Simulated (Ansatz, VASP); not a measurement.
**One calculation of NaLi5, two programs**

```xyz
12
Lattice="-0.0074 0.0130 -5.1069 2.6563 -4.5972 0.0269 -8.8045 -5.0702 -0.0001" Properties=species:S:1:pos:R:3 pbc="T T T"
Na   -6.2122   -9.5488    0.0241
Na   -3.1460   -4.7128    0.0146
Li   -6.0384   -6.3997    0.0138
Li   -0.3106   -6.1613    0.0317
Li   -5.9657   -3.2907   -0.0010
Li   -0.2253   -3.0612    0.0127
Li   -5.0531   -5.0462   -2.5376
Li    0.6869   -4.8058   -2.5310
Li   -4.9796   -8.0672   -2.5305
Li   -1.8998   -3.2348   -2.5441
Li    0.9797   -1.7023   -2.5536
Li   -4.7476   -1.9348   -2.5587
```

Change from the starting cell: cell x2, atoms moved at random (sigma 0.15 Å) and cell strained at random (1.5 %), then relaxed without symmetry.

Alike in both runs: functional PBE; k mesh 4 × 4 × 2; occupations gaussian, width 0.2 eV; no spin polarisation.

Ansatz relaxed the structure, and its values are those at the end. VASP's run is a single point on that final structure, the one shown.

|  | VASP | Ansatz |
| --- | --- | --- |
| version | VASP 6.6.1 | Ansatz 0.2.0 |
| potentials or method | VASP PAW PBE potentials, release 64 (Na_pv, Li_sv), cutoff 520 eV | scalar-relativistic, plane waves, PAW |
| valence electrons in the cell | 44 | 48 |

|  | VASP | Ansatz | Ansatz less VASP |
| --- | --- | --- | --- |
| gap on the k mesh at the Fermi level (eV) | none | none | - |
| rms of the force components (eV/Å) | 0.006 | 0.006 | +0.0003 |

A gap of «none» marks a metal or a gap that the smearing closes. VASP's potentials hold 44 valence electrons a cell and Ansatz's 48, so a difference there can come from the potentials and not from the codes.

Noted on VASP's run: the cutoff is under 1.25 times that of the potentials, so the pressure is a little rough.
